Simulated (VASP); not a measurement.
# H7C24N in VASP: a series of runs

The runs below take H7C24N through single point, with PBE.

Everything below comes from runs of VASP 6.6.1. Logs are shortened: lines on timing, memory, paths and dates and some standing lists are left out, and cuts for length are marked.

## Step 1: The cell of the first run

The cell holds a slab with vacuum, 32 atoms: a = 7.573 Å, b = 5.049 Å, c = 16.676 Å, α = 90.00°, β = 90.00°, γ = 60.00°.

## Step 2: Single point, PBE

The input, INCAR:

```
PREC = Accurate
ENCUT = 520
EDIFF = 1E-6
ISMEAR = -1
SIGMA = 0.05
LREAL = Auto
LASPH = T
NELM = 80
ALGO = Normal
ISIF = 2
LWAVE = F
LCHARG = F
GGA = PE
NBANDS = 76
```

The input, KPOINTS:

```
regular mesh
0
Gamma
  2 3 1
```

The input, POSCAR:

```
H7C24N
1.0
    7.5731140000      0.0000000000      0.0000000000
    2.5243710000      4.3723390000      0.0000000000
    0.0000000000      0.0000000000     16.6764260000
H C N
7 24 1
Direct
    0.1111147773      0.1666613682      0.0599648870
    0.4444518959      0.1666613682      0.0599648870
    0.7777758100      0.1666613682      0.0599648870
    0.1111143667      0.6666683439      0.0599648870
    0.4444382808      0.6666683439      0.0599648870
    0.7777753994      0.6666683439      0.0599648870
    0.5989343852      0.4889145146      0.3946708965
    0.1111147773      0.1666613682      0.1259262626
    0.4444518959      0.1666613682      0.1259262626
    0.7777758100      0.1666613682      0.1259262626
    0.1111143667      0.6666683439      0.1259262626
    0.4444382808      0.6666683439      0.1259262626
    0.7777753994      0.6666683439      0.1259262626
   -0.1111075641      0.3333227364      0.1568261689
    0.2222295545      0.3333227364      0.1568261689
    0.5555534686      0.3333227364      0.1568261689
   -0.1111079747      0.8333297121      0.1568261689
    0.2222291440      0.8333297121      0.1568261689
    0.5555530580      0.8333297121      0.1568261689
   -0.1118135366      0.3334599627      0.2648229303
    0.2231523817      0.3332083811      0.2685767322
    0.5569070142      0.3330254127      0.2644691375
   -0.1128591932      0.8357311727      0.2666518593
    0.2230959078      0.8319574489      0.2680550377
    0.5557710074      0.8330323884      0.2643432112
   -0.0009506244      0.0016238448      0.2728222462
    0.3341213707     -0.0004116790      0.2717368818
    0.6655538884     -0.0000457421      0.2702497526
    0.0001251065      0.4997096520      0.2673054766
    0.3344859489      0.4982230335      0.2702137736
    0.6711278258      0.5021339837      0.2893545655
    0.7294371948      0.4944950517      0.4140575445
```

Potentials or basis: VASP PAW PBE potentials, release 64 (H, C, N).

Command:

```
> cat potpaw_PBE.64/H/POTCAR potpaw_PBE.64/C/POTCAR potpaw_PBE.64/N/POTCAR > POTCAR
> mpirun -np 1 vasp_std > vasp.out
```

OUTCAR:

```text
PREC = Accurate
   ENCUT = 520
   EDIFF = 1E-6
   ISMEAR = -1
   LREAL = Auto
   LASPH = T
   NELM = 80
   ISIF = 2
   GGA = PE

 ion  position               nearest neighbor table
   1  0.111  0.167  0.060-   8 1.10
   2  0.444  0.167  0.060-   9 1.10
   3  0.778  0.167  0.060-  10 1.10
   4  0.111  0.667  0.060-  11 1.10
   5  0.444  0.667  0.060-  12 1.10
   6  0.778  0.667  0.060-  13 1.10
   7  0.599  0.489  0.395-  32 1.05
   8  0.111  0.167  0.126-   1 1.10  18 1.55  15 1.55  14 1.55
   9  0.444  0.167  0.126-   2 1.10  16 1.55  19 1.55  15 1.55
  10  0.778  0.167  0.126-   3 1.10  17 1.55  16 1.55  14 1.55
  11  0.111  0.667  0.126-   4 1.10  17 1.55  18 1.55  15 1.55
  12  0.444  0.667  0.126-   5 1.10  18 1.55  19 1.55  16 1.55
  13  0.778  0.667  0.126-   6 1.10  19 1.55  17 1.55  14 1.55
[... 10 lines left out ...]
  24  0.223  0.832  0.268-  30 1.46  27 1.46  26 1.47  18 1.85
  25  0.556  0.833  0.264-  28 1.45  27 1.46  31 1.51  19 1.79
  26  0.999  0.002  0.273-  20 1.46  23 1.46  24 1.47
  27  0.334  1.000  0.272-  25 1.46  21 1.46  24 1.46
  28  0.666  1.000  0.270-  25 1.45  23 1.45  22 1.46
  29  0.000  0.500  0.267-  20 1.46  21 1.46  23 1.47
  30  0.334  0.498  0.270-  21 1.45  24 1.46  22 1.46
  31  0.671  0.502  0.289-  20 1.48  25 1.51  22 1.55
  32  0.729  0.494  0.414-   7 1.05

  LATTYP: Found a simple monoclinic cell.
 ALAT       =     5.0487421480
 B/A-ratio  =     3.3030853055
 C/A-ratio  =     1.3228757886
 COS(beta)  =    -0.1889821759

  Lattice vectors:

 A1 = (   2.5243710000,   4.3723390000,   0.0000000000)
 A2 = (   0.0000000000,   0.0000000000,  16.6764260000)
 A3 = (   5.0487430000,  -4.3723390000,   0.0000000000)

Analysis of symmetry for initial positions (statically):
=====================================================================
 Subroutine PRICEL returns:
 Original cell was already a primitive cell.

 Routine SETGRP: Setting up the symmetry group for a
 simple monoclinic supercell.

 Subroutine GETGRP returns: Found  1 space group operations
 (whereof  1 operations were pure point group operations)
 out of a pool of  4 trial point group operations.

The static configuration has the point symmetry C_1 .

Analysis of symmetry for dynamics (positions and initial velocities):
=====================================================================
 Subroutine PRICEL returns:
 Original cell was already a primitive cell.

 Routine SETGRP: Setting up the symmetry group for a
 simple monoclinic supercell.

 Subroutine GETGRP returns: Found  1 space group operations
 (whereof  1 operations were pure point group operations)
 out of a pool of  4 trial point group operations.

The dynamic configuration has the point symmetry C_1 .

 Subroutine INISYM returns: Found  1 space group operations
 (whereof  1 operations are pure point group operations),
 and found     1 'primitive' translations

----------------------------------------------------------------------------------------

                                     Primitive cell

  volume of cell :     552.1935

  direct lattice vectors                    reciprocal lattice vectors
     7.573114000  0.000000000  0.000000000     0.132046078 -0.076236836  0.000000000
     2.524371000  4.372339000  0.000000000     0.000000000  0.228710537  0.000000000
     0.000000000  0.000000000 16.676426000     0.000000000  0.000000000  0.059964887

  length of vectors
     7.573114000  5.048742148 16.676426000     0.152473676  0.228710537  0.059964887

  position of ions in fractional coordinates (direct lattice)
     0.111114777  0.166661368  0.059964887
     0.444451896  0.166661368  0.059964887
     0.777775810  0.166661368  0.059964887
     0.111114367  0.666668344  0.059964887
[... 83 lines left out ...]
     0.000000000  0.000000000  0.000000000

 -----------------------------------------------------------------------------
|                                                                             |
|           W    W    AA    RRRRR   N    N  II  N    N   GGGG   !!!           |
|           W    W   A  A   R    R  NN   N  II  NN   N  G    G  !!!           |
|           W    W  A    A  R    R  N N  N  II  N N  N  G       !!!           |
|           W WW W  AAAAAA  RRRRR   N  N N  II  N  N N  G  GGG   !            |
|           WW  WW  A    A  R   R   N   NN  II  N   NN  G    G                |
|           W    W  A    A  R    R  N    N  II  N    N   GGGG   !!!           |
|                                                                             |
|     Your reciprocal lattice and k-lattice belong to different lattice       |
|     classes:                                                                |
|                                                                             |
|        The reciprocal lattice is simple monoclinic,                         |
|        whereas your k-lattice is hexagonal.                                 |
|                                                                             |
|     Results are often still useful ...                                      |
|                                                                             |
 -----------------------------------------------------------------------------

 Subroutine IBZKPT returns following result:
 ===========================================

 Found      4 irreducible k-points:

 Following reciprocal coordinates:
            Coordinates               Weight
  0.000000  0.000000  0.000000      1.000000
  0.500000  0.000000  0.000000      1.000000
  0.000000  0.333333  0.000000      2.000000
  0.500000  0.333333  0.000000      2.000000
   k-points           NKPTS =      4   k-points in BZ     NKDIM =      4   number of bands    NBANDS=     76
   number of dos      NEDOS =    301   number of ions     NIONS =     32
   total plane-waves  NPLWV = 282240
   dimension x,y,z NGX =    56 NGY =   40 NGZ =  126
   dimension x,y,z NGXF=   112 NGYF=   80 NGZF=  252
   ions per type =               7  24   1
   NGX,Y,Z   is equivalent  to a cutoff of  12.29, 13.17, 12.56 a.u.
   NGXF,Y,Z  is equivalent  to a cutoff of  24.59, 26.34, 25.12 a.u.
 SYSTEM =  unknown system
   PREC   = accura    normal or accurate (medium, high low for compatibility)
   ISTART =      0    job   : 0-new  1-cont  2-samecut
   ICHARG =      2    charge: 1-file 2-atom 10-const
   ISPIN  =      1    spin polarized calculation?
   LNONCOLLINEAR =      F non collinear calculations
   LSORBIT =      F    spin-orbit coupling
   LASPH  =      T    aspherical Exc in radial PAW
   ENCUT  =  520.0 eV  38.22 Ry    6.18 a.u.  14.08  9.39 31.01*2*pi/ulx,y,z
   NELM   =     80;   NELMIN=  2; NELMDL= -5     # of ELM steps
   EDIFF  = 0.1E-05   stopping-criterion for ELM
   LREAL  =      T    real-space projection
   EDIFFG = 0.1E-04   stopping-criterion for IOM
   NSW    =      0    number of steps for IOM
   IBRION =     -1    ionic relax: 0-MD 1-quasi-New 2-CG
   NFREE  =      0    steps in history (QN), initial steepest desc. (CG)
   ISIF   =      2    stress and relaxation
   ISYM   =      2    0-nonsym 1-usesym 2-fastsym
   POTIM  = 0.5000    time-step for ionic-motion
   TEBEG  =    0.0;   TEEND  =   0.0 temperature during run
   PSTRESS=    0.0 pullay stress
   NELECT =     108.0000    total number of electrons
   NUPDOWN=      -1.0000    fix difference up-down
   EMIN   =  10.00;   EMAX   =-10.00  energy-range for DOS
   EFERMI =   0.00;   METHOD = LEGACY
   ISMEAR =    -1;   SIGMA  =   0.05  broadening in eV -4-tet -1-fermi 0-gaus
   EFERMI_NEDOS =   21; number of points for ismear=-14 and -15
   IALGO  =     38    algorithm
   IMIX   =      4    mixing-type and parameters
     AMIX     =   0.40;   BMIX     =  1.00
     AMIX_MAG =   1.60;   BMIX_MAG =  1.00
  volume/ion in A,a.u.               =      17.26       116.45
  Fermi-wavevector in a.u.,A,eV,Ry     =   0.950282  1.795772 12.286538  0.903035
  Thomas-Fermi vector in A             =   2.078644
   LORBIT       =      0    0 simple, 1 ext, 2 COOP (PROOUT), +10 PAW based schemes
   GGA     = PE    functional components
   LHFCALC =     F    Hartree Fock is set to
   AEXX    =    0.0000 exact exchange contribution
   IVDW    =     0    specifies the selected vdW correction
   LEPSILON=     F    determine dielectric tensor
   LRPA    =     F    only Hartree local field effects (RPA)
 non-spin polarized calculation
  energy-cutoff  :      520.00
  volume of cell :      552.19
 maximum number of plane-waves:     14893
   NGX = 29   NGY = 19   NGZ = 63

 number of electron     107.9999999 magnetization

 Free energy of the ion-electron system (eV)
  ---------------------------------------------------
  ext. energy  EPLUGINS =         0.00000000
  ---------------------------------------------------
  free energy    TOTEN  =      -236.15459160 eV

  energy without entropy =     -236.07778442  energy(sigma->0) =     -236.11618801

 E-fermi :  -0.0556     XC(G=0):  -5.0768

 val. band max:       -0.0644773941   @ k =   0.0000   0.0000   0.0000
 cond. band min:      -0.0064148400   @ k =   0.0000   0.0000   0.0000
 fundamental gap:      0.0580625541
 Fermi energy:        -0.0555506254

 k-point     1 :       0.0000    0.0000    0.0000
  band No.  band energies     occupation
      1     -21.3349      2.00000
      2     -19.0661      2.00000
      3     -18.7333      2.00000
      4     -18.6734      2.00000
      5     -16.8622      2.00000
      6     -16.8233      2.00000
[... 265 lines left out ...]
     65       4.7121      0.00000
     66       5.2386      0.00000
 [bands above 66 left out]

------------------------ aborting loop because EDIFF is reached ----------------------------------------

  FORCE on cell =-STRESS in cart. coord.  units (eV):
  Direction    XX          YY          ZZ          XY          YZ          ZX
  --------------------------------------------------------------------------------------
  -------------------------------------------------------------------------------------
  Total       -1.2830211     -1.1815582    -12.2977849     -0.0009606     -0.5132328     -3.7416632
  in kB       -3.7226576     -3.4282650    -35.6817521     -0.0027872     -1.4891336    -10.8563535
  external PRESSURE =     -14.2775583 kB  Pullay stress =       0.0000000 kB

 VOLUME and BASIS-vectors are now :
 -----------------------------------------------------------------------------
  energy-cutoff  :      520.00
  volume of cell :      552.19
      direct lattice vectors                 reciprocal lattice vectors
     7.573114000  0.000000000  0.000000000     0.132046078 -0.076236836  0.000000000
     2.524371000  4.372339000  0.000000000     0.000000000  0.228710537  0.000000000
     0.000000000  0.000000000 16.676426000     0.000000000  0.000000000  0.059964887

 POSITION                                       TOTAL-FORCE (eV/Angst)
 -----------------------------------------------------------------------------------
      1.26220      0.72870      1.00000        -0.014821      0.009834     -0.261172
      3.78660      0.72870      1.00000         0.001040      0.042537     -0.178866
      6.31090      0.72870      1.00000         0.031201     -0.081274     -0.270584
      2.52440      2.91490      1.00000        -0.023134      0.021003     -0.261462
      5.04870      2.91490      1.00000        -0.067788      0.009689     -0.293925
      7.57310      2.91490      1.00000         0.078511      0.005362     -0.290166
[... 24 lines left out ...]
      6.35010      2.19550      4.82540         0.195545     -0.194995      1.215073
      6.77240      2.16210      6.90500        -1.132559     -0.089565     -3.837604
 -----------------------------------------------------------------------------------
    total drift:                               -0.011218     -0.023918     -0.069074

  FREE ENERGIE OF THE ION-ELECTRON SYSTEM (eV)
  ---------------------------------------------------
  free  energy   TOTEN  =      -236.1545916040 eV

  energy  without entropy=     -236.0777844228  energy(sigma->0) =     -236.11618801
```

It took 14 min on 1 thread of Oxide Virtual Turin-like, shared host; peak memory 0.58 GiB.

What came out:

```yaml
Free_energy: -236.1546 eV
Largest_force: 4.002 eV/Å
```

Forces in eV/Å, atoms in the order of the input:
```
H   -0.015  0.010 -0.261
H    0.001  0.043 -0.179
H    0.031 -0.081 -0.271
H   -0.023  0.021 -0.261
H   -0.068  0.010 -0.294
H    0.079  0.005 -0.290
H   -0.355  0.034  1.893
C   -0.117  0.083  2.626
C    0.120 -0.097  2.815
C   -0.015  0.048  2.295
C    0.035 -0.033  2.568
C    0.029 -0.007  2.394
C   -0.077 -0.004  2.197
C   -0.228  0.221 -1.580
C   -0.206  0.180 -2.642
C    0.654  0.268 -1.524
C   -0.349  0.057 -2.356
C    0.209 -0.074 -2.330
C    0.066 -0.485 -1.566
C    0.524 -0.128 -2.330
C   -0.176 -0.132 -2.386
C    0.218  0.102 -1.806
C    0.138 -0.173 -1.958
C   -0.007  0.219 -2.010
C    0.063 -0.016 -1.949
C    0.006 -0.379  2.288
C   -0.462 -0.078  2.306
C    0.657 -0.040  2.284
C    0.317  0.233  2.402
C   -0.111  0.477  2.547
C    0.196 -0.195  1.215
N   -1.133 -0.090 -3.838
```

Caveat: the k points lie up to 0.48 Å⁻¹ apart.

## Step 3: Single point, PBE

The input, INCAR:

```
ALGO = Normal
EDIFF = 1E-7
ENCUT = 520
GGA = PE
ISIF = 2
ISMEAR = -1
LASPH = T
LCHARG = F
LREAL = Auto
LWAVE = F
NBANDS = 76
NELM = 100
PREC = Accurate
SIGMA = 0.05
```

The input, KPOINTS:

```
k-points
0
Gamma
  2 3 1
```

The input, POSCAR:

```
H7C24N
1.0
    7.5731140000      0.0000000000      0.0000000000
    2.5243710000      4.3723390000      0.0000000000
    0.0000000000      0.0000000000     16.6764260000
H C N
7 24 1
Direct
    0.1111147773      0.1666613682      0.0599648870
    0.4444518959      0.1666613682      0.0599648870
    0.7777758100      0.1666613682      0.0599648870
    0.1111143667      0.6666683439      0.0599648870
    0.4444382808      0.6666683439      0.0599648870
    0.7777753994      0.6666683439      0.0599648870
    0.7112083071      0.4941977280      0.4405380385
    0.1111147773      0.1666613682      0.1259262626
    0.4444518959      0.1666613682      0.1259262626
    0.7777758100      0.1666613682      0.1259262626
    0.1111143667      0.6666683439      0.1259262626
    0.4444382808      0.6666683439      0.1259262626
    0.7777753994      0.6666683439      0.1259262626
   -0.1111075641      0.3333227364      0.1568261689
    0.2222295545      0.3333227364      0.1568261689
    0.5555534686      0.3333227364      0.1568261689
   -0.1111079747      0.8333297121      0.1568261689
    0.2222291440      0.8333297121      0.1568261689
    0.5555530580      0.8333297121      0.1568261689
   -0.1000146750      0.3065407325      0.2401173969
    0.2198235583      0.3506818662      0.2715270046
    0.5473378665      0.3345577733      0.2630479696
   -0.1119192907      0.8322776436      0.2639714289
    0.2190060280      0.8237467406      0.2661841332
    0.5460448605      0.8368975965      0.2591262660
    0.0035182422     -0.0132880822      0.2632158713
    0.3172047519      0.0160326086      0.2694762055
    0.6636605959     -0.0002287105      0.2721566360
    0.0081387399      0.4957529597      0.2800839940
    0.3268146873      0.5019052731      0.2646970040
    0.6706282794      0.4992751020      0.3100844270
    0.7862677654      0.4802006432      0.3761357500
```

Potentials or basis: VASP PAW PBE potentials, release 64 (H, C, N).

Command:

```
> cat potpaw_PBE.64/H/POTCAR potpaw_PBE.64/C/POTCAR potpaw_PBE.64/N/POTCAR > POTCAR
> mpirun -np 1 vasp_std > vasp.out
```

Wall time 13 min (1 thread of Oxide Virtual Turin-like, shared host); peak memory 0.58 GiB.

The run converged. Its results:

```
Free energy   : -235.8376 eV
Largest force : 7.414 eV/Å
```

Forces in eV/Å, atoms in the order of the input:
```
H    0.054 -0.046 -0.273
H   -0.002  0.017 -0.173
H   -0.035 -0.105 -0.233
H   -0.035 -0.032 -0.184
H   -0.185  0.033 -0.262
H    0.104  0.017 -0.257
H    1.597  0.326 -3.592
C    0.345 -0.072  1.495
C   -0.106  0.001  2.685
C   -0.262 -0.088  1.373
C   -0.054 -0.085  2.444
C    0.188 -0.057  2.018
C   -0.160  0.145  1.607
C   -0.589  0.698 -4.345
C   -0.043 -0.624 -3.003
C    1.185  0.454 -0.791
C   -0.656  0.152 -1.787
C   -0.099  0.329 -2.567
C   -0.043 -1.285 -0.425
C    1.369  2.646  6.789
C   -3.083 -2.593 -1.390
C    1.794 -1.028 -0.227
C   -1.218 -1.041 -1.129
C    1.536  2.402 -1.899
C    0.822  0.268 -0.437
C   -0.443  1.157  2.037
C    2.247 -2.074  1.346
C   -0.924  0.461  0.721
C   -3.429  0.645 -0.781
C    2.749 -0.190  3.561
C    0.772  0.406 -5.010
N   -3.398 -0.839  2.688
```

Levels at points of the mesh, in eV from the Fermi level:
```
           k point  band 52  band 53  band 54  band 55  band 56  band 57
(0.00, 0.00, 0.00)    -0.74    -0.36    -0.09    -0.04     0.30     0.46
(0.50, 0.00, 0.00)    -0.75    -0.63    -0.19     0.30     0.40     0.56
```

Caveat: the k points lie up to 0.48 Å⁻¹ apart.

(Part 1 of 2 ends here.)
